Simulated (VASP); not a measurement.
# Pb in VASP: settings compared

The runs below take Pb through single point, with PBEsol, LDA, r2SCAN.

Program: VASP 6.6.1. These are calculated values, not measurements. Logs are shortened: lines on timing, memory, paths and dates and some standing lists are left out, and cuts for length are marked.

### Step 1. The cell of the first run

It takes space group C2/m (No. 12, monoclinic). Conventional cell: a = 6.196 Å, b = 3.569 Å, c = 6.578 Å, α = 90.00°, β = 109.14°, γ = 90.00°. Within 4.5 Å of Pb (site symmetry m) lie 10 Pb at 3.40 to 3.58 Å.

### Step 2. Single point, PBEsol

INCAR

```
SYSTEM = Pb
PREC = Accurate
ENCUT = 520
EDIFF = 1E-7
ISMEAR = -1
SIGMA = 0.05
LREAL = .False.
LASPH = .True.
NELM = 100
ALGO = Fast
ISIF = 2
LWAVE = .False.
LCHARG = .False.
GGA = PS
NBANDS = 21
```

KPOINTS

```
regular mesh
0
Gamma
  9 9 5
  0 0 0
```

POSCAR

```
Pb
1.0
    3.0982024693     -1.7846486746      0.0000000000
    3.0982024693      1.7846486746      0.0000000000
   -2.1569528306      0.0000000000      6.2147694303
Pb
2
Direct
    0.9085084100      0.9085084100      0.7262922000
    0.0914915900      0.0914915900      0.2737078000
```

Potentials or basis: VASP PAW PBE potentials, release 64 (Pb_d).

The run is started by

```
> cat potpaw_PBE.64/Pb_d/POTCAR > POTCAR
> mpirun -np 1 vasp_std > vasp.out
```

OUTCAR:

```text
SYSTEM = Pb
   PREC = Accurate
   ENCUT = 520
   EDIFF = 1E-7
   ISMEAR = -1
   LREAL = .False.
   LASPH = .True.
   NELM = 100
   ISIF = 2
   GGA = PS

 ion  position               nearest neighbor table
   1  0.909  0.909  0.726-   2 3.40   2 3.47   2 3.47   2 3.52
   2  0.091  0.091  0.274-   1 3.40   1 3.47   1 3.47   1 3.52

  LATTYP: Found a base centered monoclinic cell.
 ALAT       =     6.1964049386
 B/A-ratio  =     0.5760271294
 C/A-ratio  =     1.0616534713
 COS(beta)  =    -0.3278823751

  Lattice vectors:

 A1 = (   3.0982024693,  -1.7846486746,   0.0000000000)
 A2 = (   3.0982024693,   1.7846486746,   0.0000000000)
 A3 = (  -2.1569528306,   0.0000000000,   6.2147694303)

Analysis of symmetry for initial positions (statically):
=====================================================================
 Subroutine PRICEL returns:
 Original cell was already a primitive cell.

 Routine SETGRP: Setting up the symmetry group for a
 base centered monoclinic supercell.

 Subroutine GETGRP returns: Found  4 space group operations
 (whereof  4 operations were pure point group operations)
 out of a pool of  4 trial point group operations.

The static configuration has the point symmetry C_2h.

Analysis of symmetry for dynamics (positions and initial velocities):
=====================================================================
 Subroutine PRICEL returns:
 Original cell was already a primitive cell.

 Routine SETGRP: Setting up the symmetry group for a
 base centered monoclinic supercell.

 Subroutine GETGRP returns: Found  4 space group operations
 (whereof  4 operations were pure point group operations)
 out of a pool of  4 trial point group operations.

The dynamic configuration has the point symmetry C_2h.

 Subroutine INISYM returns: Found  4 space group operations
 (whereof  4 operations are pure point group operations),
 and found     1 'primitive' translations

----------------------------------------------------------------------------------------

                                     Primitive cell

  volume of cell :      68.7254

  direct lattice vectors                    reciprocal lattice vectors
     3.098202469 -1.784648675  0.000000000     0.161383901 -0.280167188  0.056011324
     3.098202469  1.784648675  0.000000000     0.161383901  0.280167188  0.056011324
    -2.156952831  0.000000000  6.214769430     0.000000000  0.000000000  0.160907015

  length of vectors
     3.575448144  3.575448144  6.578434813     0.328139734  0.328139734  0.160907015

  position of ions in fractional coordinates (direct lattice)
     0.908508410  0.908508410  0.726292200
     0.091491590  0.091491590  0.273707800

  ion indices of the primitive-cell ions
   primitive index   ion index
                 1           1
                 2           2

----------------------------------------------------------------------------------------

 KPOINTS: regular mesh

Automatic generation of k-mesh.
 Grid dimensions read from file:
 generate k-points for:    9    9    5

 Generating k-lattice:

  Cartesian coordinates                     Fractional coordinates (reciprocal lattice)
     0.017931545 -0.031129688  0.006223480     0.111111111  0.000000000 -0.000000000
     0.017931545  0.031129688  0.006223480     0.000000000  0.111111111 -0.000000000
     0.000000000  0.000000000  0.032181403     0.000000000  0.000000000  0.200000000

  Length of vectors
     0.036459970  0.036459970  0.032181403

  Shift w.r.t. Gamma in fractional coordinates (k-lattice)
     0.000000000  0.000000000  0.000000000

 Subroutine IBZKPT returns following result:
 ===========================================

 Found    115 irreducible k-points:

 Following reciprocal coordinates:
            Coordinates               Weight
  0.000000  0.000000  0.000000      1.000000
  0.111111  0.000000 -0.000000      4.000000
  0.222222  0.000000  0.000000      4.000000
  0.333333  0.000000  0.000000      4.000000
  0.444444  0.000000  0.000000      4.000000
  0.111111  0.111111 -0.000000      2.000000
[... 16 lines left out ...]
 -0.333333  0.333333  0.000000      2.000000
  0.444444  0.444444  0.000000      2.000000
 [... further k-points ...]
   k-points           NKPTS =    115   k-points in BZ     NKDIM =    115   number of bands    NBANDS=     21
   number of dos      NEDOS =    301   number of ions     NIONS =      2
   total plane-waves  NPLWV =  39200
   dimension x,y,z NGX =    28 NGY =   28 NGZ =   50
   dimension x,y,z NGXF=    56 NGYF=   56 NGZF=  100
   ions per type =               2
   NGX,Y,Z   is equivalent  to a cutoff of  13.02, 13.02, 12.64 a.u.
   NGXF,Y,Z  is equivalent  to a cutoff of  26.04, 26.04, 25.27 a.u.
 SYSTEM =  Pb
   PREC   = accura    normal or accurate (medium, high low for compatibility)
   ISTART =      0    job   : 0-new  1-cont  2-samecut
   ICHARG =      2    charge: 1-file 2-atom 10-const
   ISPIN  =      1    spin polarized calculation?
   LNONCOLLINEAR =      F non collinear calculations
   LSORBIT =      F    spin-orbit coupling
   LASPH  =      T    aspherical Exc in radial PAW
   ENCUT  =  520.0 eV  38.22 Ry    6.18 a.u.   6.65  6.65 12.23*2*pi/ulx,y,z
   NELM   =    100;   NELMIN=  2; NELMDL= -5     # of ELM steps
   EDIFF  = 0.1E-06   stopping-criterion for ELM
   LREAL  =      F    real-space projection
   EDIFFG = 0.1E-05   stopping-criterion for IOM
   NSW    =      0    number of steps for IOM
   IBRION =     -1    ionic relax: 0-MD 1-quasi-New 2-CG
   NFREE  =      0    steps in history (QN), initial steepest desc. (CG)
   ISIF   =      2    stress and relaxation
   ISYM   =      2    0-nonsym 1-usesym 2-fastsym
   POTIM  = 0.5000    time-step for ionic-motion
   TEBEG  =    0.0;   TEEND  =   0.0 temperature during run
   PSTRESS=    0.0 pullay stress
   NELECT =      28.0000    total number of electrons
   NUPDOWN=      -1.0000    fix difference up-down
   EMIN   =  10.00;   EMAX   =-10.00  energy-range for DOS
   EFERMI =   0.00;   METHOD = LEGACY
   ISMEAR =    -1;   SIGMA  =   0.05  broadening in eV -4-tet -1-fermi 0-gaus
   EFERMI_NEDOS =   21; number of points for ismear=-14 and -15
   IALGO  =     68    algorithm
   IMIX   =      4    mixing-type and parameters
     AMIX     =   0.40;   BMIX     =  1.00
     AMIX_MAG =   1.60;   BMIX_MAG =  1.00
  volume/ion in A,a.u.               =      34.36       231.89
  Fermi-wavevector in a.u.,A,eV,Ry     =   1.213636  2.293439 20.040178  1.472911
  Thomas-Fermi vector in A             =   2.349081
   LORBIT       =      0    0 simple, 1 ext, 2 COOP (PROOUT), +10 PAW based schemes
   GGA     = PS    functional components
   LHFCALC =     F    Hartree Fock is set to
   AEXX    =    0.0000 exact exchange contribution
   IVDW    =     0    specifies the selected vdW correction
   LEPSILON=     F    determine dielectric tensor
   LRPA    =     F    only Hartree local field effects (RPA)
 non-spin polarized calculation
 RMM-DIIS sequential band-by-band and
  energy-cutoff  :      520.00
  volume of cell :       68.73
 maximum number of plane-waves:      1880
   NGX = 13   NGY = 13   NGZ = 25

 number of electron      28.0000004 magnetization

 Free energy of the ion-electron system (eV)
  ---------------------------------------------------
  ext. energy  EPLUGINS =         0.00000000
  ---------------------------------------------------
  free energy    TOTEN  =        -7.79378570 eV

  energy without entropy =       -7.78480009  energy(sigma->0) =       -7.78929290

 E-fermi :   5.7100     XC(G=0):  -9.7104

 val. band max:        5.6924363132   @ k =   0.3333   0.2222   0.0000
 cond. band min:       5.7162216295   @ k =  -0.3333   0.3333   0.4000
 fundamental gap:      0.0237853163
 Fermi energy:         5.7099562763

 k-point     1 :       0.0000    0.0000    0.0000
  band No.  band energies     occupation
      1     -11.2595      2.00000
      2     -11.1594      2.00000
      3     -11.1588      2.00000
      4     -11.1570      2.00000
      5     -11.1559      2.00000
      6     -11.1362      2.00000
[... 13 lines left out ...]
     20      14.7387      0.00000
     21      15.5932      0.00000

 k-point     2 :       0.1111    0.0000   -0.0000
  band No.  band energies     occupation
      1     -11.2503      2.00000
      2     -11.1705      2.00000
      3     -11.1619      2.00000
      4     -11.1385      2.00000
      5     -11.1349      2.00000
      6     -11.1118      2.00000
[... 13 lines left out ...]
     20      14.8088      0.00000
     21      15.5473      0.00000

 k-point     3 :       0.2222    0.0000    0.0000
  band No.  band energies     occupation
      1     -11.2343      2.00000
      2     -11.1931      2.00000
      3     -11.1761      2.00000
      4     -11.1217      2.00000
      5     -11.0996      2.00000
      6     -11.0794      2.00000
[... 13 lines left out ...]
     20      13.7555      0.00000
     21      14.9628      0.00000

 k-point     4 :       0.3333    0.0000    0.0000
  band No.  band energies     occupation
      1     -11.2428      2.00000
      2     -11.2105      2.00000
      3     -11.1900      2.00000
      4     -11.1622      2.00000
      5     -11.0970      2.00000
      6     -11.0274      2.00000
[... 13 lines left out ...]
     20      13.1127      0.00000
     21      13.8315      0.00000

 k-point     5 :       0.4444    0.0000    0.0000
  band No.  band energies     occupation
      1     -11.2598      2.00000
      2     -11.2241      2.00000
      3     -11.2113      2.00000
      4     -11.1696      2.00000
      5     -11.1031      2.00000
      6     -11.0188      2.00000
[... 13 lines left out ...]
     20      12.8482      0.00000
     21      13.7014      0.00000
[... 382 lines left out ...]
     20      13.6021      0.00000
     21      13.8747      0.00000

 k-point    22 :      -0.4444    0.3333    0.0000
  band No.  band energies     occupation
      1     -11.2329      2.00000
      2     -11.1935      2.00000
      3     -11.1506      2.00000
      4     -11.1323      2.00000
      5     -11.1018      2.00000
      6     -11.0428      2.00000
[... 13 lines left out ...]
     20      13.3232      0.00000
     21      14.9183      0.00000

 k-point    23 :      -0.3333    0.3333    0.0000
  band No.  band energies     occupation
      1     -11.2225      2.00000
      2     -11.1851      2.00000
      3     -11.1527      2.00000
      4     -11.0749      2.00000
      5     -11.0688      2.00000
      6     -11.0624      2.00000
[... 13 lines left out ...]
     20      13.7884      0.00000
     21      15.3922      0.00000

 k-point    24 :       0.4444    0.4444    0.0000
  band No.  band energies     occupation
      1     -11.3026      2.00000
      2     -11.1898      2.00000
      3     -11.1739      2.00000
      4     -11.1551      2.00000
      5     -11.1520      2.00000
      6     -11.0256      2.00000
[... 13 lines left out ...]
     20      12.7527      0.00000
     21      14.3477      0.00000

 [... further k-points ...]

------------------------ aborting loop because EDIFF is reached ----------------------------------------

  FORCE on cell =-STRESS in cart. coord.  units (eV):
  Direction    XX          YY          ZZ          XY          YZ          ZX
  --------------------------------------------------------------------------------------
  -------------------------------------------------------------------------------------
  Total       -1.5555748     -1.5586307     -1.6317993      0.0000000      0.0000000     -0.0029762
  in kB      -36.2646865    -36.3359274    -38.0416869      0.0000000      0.0000000     -0.0693842
  external PRESSURE =     -36.8807670 kB  Pullay stress =       0.0000000 kB

 VOLUME and BASIS-vectors are now :
 -----------------------------------------------------------------------------
  energy-cutoff  :      520.00
  volume of cell :       68.73
      direct lattice vectors                 reciprocal lattice vectors
     3.098202469 -1.784648675  0.000000000     0.161383901 -0.280167188  0.056011324
     3.098202469  1.784648675  0.000000000     0.161383901  0.280167188  0.056011324
    -2.156952831  0.000000000  6.214769430     0.000000000  0.000000000  0.160907015

 POSITION                                       TOTAL-FORCE (eV/Angst)
 -----------------------------------------------------------------------------------
      4.06291      0.00000      4.51374         0.024328      0.000000     -0.224685
     -0.02346      0.00000      1.70103        -0.024328      0.000000      0.224685
 -----------------------------------------------------------------------------------
    total drift:                                0.000000      0.000000     -0.000000

  FREE ENERGIE OF THE ION-ELECTRON SYSTEM (eV)
  ---------------------------------------------------
  free  energy   TOTEN  =        -7.7937857043 eV

  energy  without entropy=       -7.7848000944  energy(sigma->0) =       -7.78929290
```

It took 2.8 min on 1 thread of Intel Xeon Platinum 8259CL at 2.50GHz (Skylake/Cascade Lake), shared host; peak memory 0.28 GiB.

Results:

| Quantity | Value |
| --- | --- |
| Free energy | -7.7938 eV |
| Pressure | -3.7 GPa |
| Largest force | 0.226 eV/Å |
| Band gap on the k mesh | zero (band 14 reaches 11.60 eV, above the bottom of band 15 at 4.43 eV) |

Forces in eV/Å, atoms in the order of the input:
```
Pb   0.024  0.000 -0.225
Pb  -0.024  0.000  0.225
```

Levels at points of the mesh, in eV from the Fermi level:
```csv
k point,band 11,band 12,band 13,band 14,band 15,band 16,band 17,band 18
"(0.00, 0.00, 0.00)",-11.09,-8.29,-3.70,5.89,6.05,6.10,6.16,6.27
```

Caveat: the PAW data sets were made with another functional, which shifts forces and pressure a little; spin-orbit coupling is left out, which moves the levels of the heavy elements.

### Step 3. Single point, LDA

This run uses another cell than the first one, of 32.42 Å³/atom, 0.943 times its volume.

INCAR

```
SYSTEM = Pb
ALGO = Fast
EDIFF = 1E-6
ENCUT = 520
GGA = CA
ISIF = 2
ISMEAR = -1
LASPH = .TRUE.
LCHARG = .FALSE.
LREAL = .FALSE.
LWAVE = .FALSE.
NBANDS = 21
NELM = 80
PREC = Accurate
SIGMA = 0.05
```

KPOINTS

```
k-points
0
G
  5 5 3
  0 0 0
```

POSCAR

```
Pb
1.0
    3.0386068135     -1.7503199600      0.0000000000
    3.0386068135      1.7503199600      0.0000000000
   -2.1154626375      0.0000000000      6.0952248674
Pb
2
Direct
    0.9085084100      0.9085084100      0.7262922000
    0.0914915900      0.0914915900      0.2737078000
```

Potentials or basis: VASP PAW LDA potentials, release 64 (Pb_d).

The run is started by

```
> cat potpaw_LDA.64/Pb_d/POTCAR > POTCAR
> mpirun -np 1 vasp_std > vasp.out
```

OUTCAR:

```text
SYSTEM = Pb
   EDIFF = 1E-6
   ENCUT = 520
   GGA = CA
   ISIF = 2
   ISMEAR = -1
   LASPH = .TRUE.
   LREAL = .FALSE.
   NELM = 80
   PREC = Accurate

 ion  position               nearest neighbor table
   1  0.909  0.909  0.726-   2 3.34   2 3.41   2 3.41   2 3.45
   2  0.091  0.091  0.274-   1 3.34   1 3.41   1 3.41   1 3.45

  LATTYP: Found a base centered monoclinic cell.
 ALAT       =     6.0772136270
 B/A-ratio  =     0.5760271293
 C/A-ratio  =     1.0616534713
 COS(beta)  =    -0.3278823751

[... 764 lines left out ...]

  FORCE on cell =-STRESS in cart. coord.  units (eV):
  Direction    XX          YY          ZZ          XY          YZ          ZX
  --------------------------------------------------------------------------------------
  -------------------------------------------------------------------------------------
  Total       -1.5765328     -0.7449475     -1.0798632      0.0000000      0.0000000     -0.0394371
  in kB      -38.9584713    -18.4087625    -26.6850259      0.0000000      0.0000000     -0.9745494
  external PRESSURE =     -28.0174199 kB  Pullay stress =       0.0000000 kB

 VOLUME and BASIS-vectors are now :
 -----------------------------------------------------------------------------
  energy-cutoff  :      520.00
  volume of cell :       64.84
      direct lattice vectors                 reciprocal lattice vectors
     3.038606813 -1.750319960  0.000000000     0.164549095 -0.285662057  0.057109864
     3.038606813  1.750319960  0.000000000     0.164549095  0.285662057  0.057109864
    -2.115462637  0.000000000  6.095224867     0.000000000  0.000000000  0.164062856

 POSITION                                       TOTAL-FORCE (eV/Angst)
 -----------------------------------------------------------------------------------
      3.98476      0.00000      4.42691         0.049986      0.000000     -0.074865
     -0.02300      0.00000      1.66831        -0.049986      0.000000      0.074865
 -----------------------------------------------------------------------------------
    total drift:                                0.000000      0.000000     -0.000000

  FREE ENERGIE OF THE ION-ELECTRON SYSTEM (eV)
  ---------------------------------------------------
  free  energy   TOTEN  =        -8.2702223927 eV

  energy  without entropy=       -8.2533976844  energy(sigma->0) =       -8.26181004
```

OSZICAR:

```text
N       E                     dE             d eps       ncg     rms          rms(c)
DAV:   1     0.292366275591E+03    0.29237E+03   -0.14042E+04  1008   0.157E+03
DAV:   2     0.128600450344E+02   -0.27951E+03   -0.27345E+03  1013   0.403E+02
DAV:   3    -0.761451377682E+01   -0.20475E+02   -0.20231E+02  1267   0.135E+02
DAV:   4    -0.826984609978E+01   -0.65533E+00   -0.65434E+00  1197   0.277E+01
DAV:   5    -0.830294673077E+01   -0.33101E-01   -0.33100E-01  1388   0.566E+00    0.784E-01
RMM:   6    -0.827643627003E+01    0.26510E-01   -0.36598E-02  1175   0.221E+00    0.401E-01
RMM:   7    -0.827003622233E+01    0.64000E-02   -0.23723E-02  1099   0.139E+00    0.130E-01
RMM:   8    -0.827002602612E+01    0.10196E-04   -0.59567E-03  1481   0.990E-01    0.244E-02
RMM:   9    -0.827019418894E+01   -0.16816E-03   -0.18671E-03  1482   0.338E-01    0.161E-02
RMM:  10    -0.827021483871E+01   -0.20650E-04   -0.23944E-04  1506   0.163E-01    0.886E-03
RMM:  11    -0.827022209641E+01   -0.72577E-05   -0.81937E-05  1524   0.711E-02    0.437E-03
RMM:  12    -0.827022215780E+01   -0.61391E-07   -0.11232E-05  1328   0.323E-02    0.844E-04
RMM:  13    -0.827022239274E+01   -0.23494E-06   -0.28129E-06   725   0.154E-02
   1 F= -.82702224E+01 E0= -.82618100E+01  d E =-.168247E-01
```

stdout:

```text
POSCAR found type information on POSCAR Pb
 POSCAR found :  1 types and       2 ions
 scaLAPACK will be used
 LDA part: xc-table for (Slater(with rela. corr.)+CA(PZ))
 , standard interpolation
 POSCAR, INCAR and KPOINTS ok, starting setup
 FFT: planning ... GRIDC
 FFT: planning ... GRID_SOFT
 FFT: planning ... GRID
 WAVECAR not read
 entering main loop
```

It took 21 s on 1 thread of Intel Xeon 6975P-C, shared host; peak memory 0.17 GiB.

What came out:

* Free energy: -8.2702 eV
* Pressure: -2.8 GPa
* Largest force: 0.090 eV/Å
* Band gap on the k mesh: zero (band 14 reaches 12.40 eV, above the bottom of band 15 at 5.55 eV)

Forces in eV/Å, atoms in the order of the input:
```
Pb   0.050  0.000 -0.075
Pb  -0.050  0.000  0.075
```

Caveat: the k points lie up to 0.42 Å⁻¹ apart; spin-orbit coupling is left out, which moves the levels of the heavy elements.

(Part 1 of 2 ends here.)
